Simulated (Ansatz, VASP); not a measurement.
**TiTe2 in VASP and in Ansatz**

Contents of INCAR:

```
ALGO = Normal
EDIFF = 1E-8
ENCUT = 520
GGA = PE
ISIF = 2
ISMEAR = -1
LASPH = True
LCHARG = False
LEFG = True
LREAL = False
LWAVE = False
NBANDS = 19
NELM = 60
PREC = Accurate
SIGMA = 0.08
```

Contents of KPOINTS:

```
k-points
0
Gamma
  10 10 5
```

The input POSCAR:

```
TiTe2
1.0
    3.7770008876      0.0000000000      0.0000000000
   -1.8885004438      3.2709787188      0.0000000000
    0.0000000000      0.0000000000      6.4980000000
Ti Te
1 2
Direct
    0.0000000000      0.0000000000      0.0000000000
    0.6666666667      0.3333333333      0.2628000000
    0.3333333333      0.6666666667      0.7372000000
```

Input for Ansatz:

```yaml
crystal:
  lattice:
    - [3.7770008876, 0.0, 0.0]
    - [-1.8885004438, 3.2709787188, 0.0]
    - [0.0, 0.0, 6.498]
  atoms:
    - { symbol: Ti, position: [0.0, 0.0, 0.0] }
    - { symbol: Te, position: [0.6666666667, 0.3333333333, 0.2628] }
    - { symbol: Te, position: [0.3333333333, 0.6666666667, 0.7372] }
kpoints:
  mp_grid: { grid: [10, 10, 5] }
  band_path:
    path:
      - [0.0, 0.0, 0.0]
      - [0.5, 0.0, 0.0]
      - [0.3333333333, 0.3333333333, 0.0]
      - [0.0, 0.0, 0.0]
      - [0.0, 0.0, 0.5]
      - [0.5, 0.0, 0.5]
      - [0.3333333333, 0.3333333333, 0.5]
      - [0.0, 0.0, 0.5]
      - [0.5, 0.0, 0.5]
    npoints: 8
scf:
  occupations: { method: fermi_dirac, width: 0.08 }
hamiltonian:
  xc: pbe
  pseudopotentials: { kind: paw }
output:
  forces: true
  stress: true
  eigenvalues: true
  efg: { contact_densities: true }
  populations: true
  bader: true
  dos: { projected: true, de: 0.2, e_range: [-14, 8] }
```

Alike in both runs: task electric field gradients; functional PBE; k mesh 10 × 10 × 5; occupations fermi-dirac, width 0.08 eV; no spin polarisation.

```csv
,VASP,Ansatz
version,VASP 6.6.1,Ansatz 0.2.0
potentials or method,"VASP PAW PBE potentials, release 64 (Ti_sv, Te)","PAW with Ansatz's default frozen-core files, scalar-relativistic"
plane-wave cutoff (eV),520,420
valence electrons in the cell,24,44
```

```tsv
	VASP	Ansatz	Ansatz less VASP
pressure (GPa)	0.9	0.9	+0.01
traceless stress, the component that is largest in VASP (GPa)	0.60	0.59	-0.007
rms of the force components (eV/Å)	0.017	0.013	-0.0045
size of Vzz on the site where it differs most (V/Å²)	57.0	60.1	+3.10
```

Atom by atom the forces differ by 0.004 eV/Å (rms over components). With one functional, cell and mesh, what is left measures potentials, basis and numerics. VASP's potentials hold 24 valence electrons a cell and Ansatz's 44, so a difference there can come from the potentials and not from the codes.

Spin-orbit coupling is off throughout.
